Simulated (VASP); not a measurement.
Set up this calculation in VASP 6.6.1, as the native input.

```yaml
Task: electric field gradients
Functional: LDA
Potentials_or_basis: VASP PAW LDA potentials, release 64 (W_sv, S)
Cutoff: 520 eV
k_mesh: 10 × 10 × 10
Occupations: fermi-dirac, width 0.03 eV
Spin: no spin polarisation
Dipole_correction: no
Further_INCAR_settings: ALGO = Normal; EDIFF = 1e-08; NBANDS = 20
```

The structure of WS2 lies in POSCAR:

```
WS2
1.0
    1.3047144382      0.7532772321      5.3172316554
   -1.3047144382      0.7532772321      5.3172316554
    0.0000000000     -1.5065544642      5.3172316554
W S
1 2
Direct
    0.9993321300      0.9993321300      0.9993321300
    0.5858876800      0.5858876800      0.5858876800
    0.7460801900      0.7460801900      0.7460801900
```

This cell differs from its parent crystal: volume scaled by 0.55.

These files were run (other wordings do the same):

INCAR

```
PREC = Accurate ; ENCUT = 520
EDIFF = 1E-8 ; ISMEAR = -1
SIGMA = 0.03 ; LREAL = False
LASPH = True ; NELM = 60
ALGO = Normal ; ISIF = 2
LWAVE = False ; LCHARG = False
LEFG = True ; NBANDS = 20
```

KPOINTS

```
Automatic mesh
0
Gamma
  10 10 10
```

Potentials or basis: VASP PAW LDA potentials, release 64 (W_sv, S).

Launch:

```sh
$ cat potpaw_LDA.64/W_sv/POTCAR potpaw_LDA.64/S/POTCAR > POTCAR
$ mpirun -np 1 vasp_std > vasp.out
```

Results of the run:

```json
{
 "Pressure": "302.7 GPa",
 "Largest force": "22.860 eV/Å",
 "Band gap on the k mesh": "0.23 eV, indirect (least direct gap 2.17 eV)"
}
```

Caveat: without QUAD_EFG the Cq values of the log hold for a quadrupole moment of 1 mb, not for the nuclei; spin-orbit coupling is left out, which moves the levels of the heavy elements; forces of over 1 eV/Å act on the atoms, so gaps and moduli don't describe the material at rest.

Wall time 3.3 min on 1 thread of Intel(R) Xeon(R) Platinum 8488C (Sapphire Rapids), with other jobs on the host, peak memory 0.26 GiB.
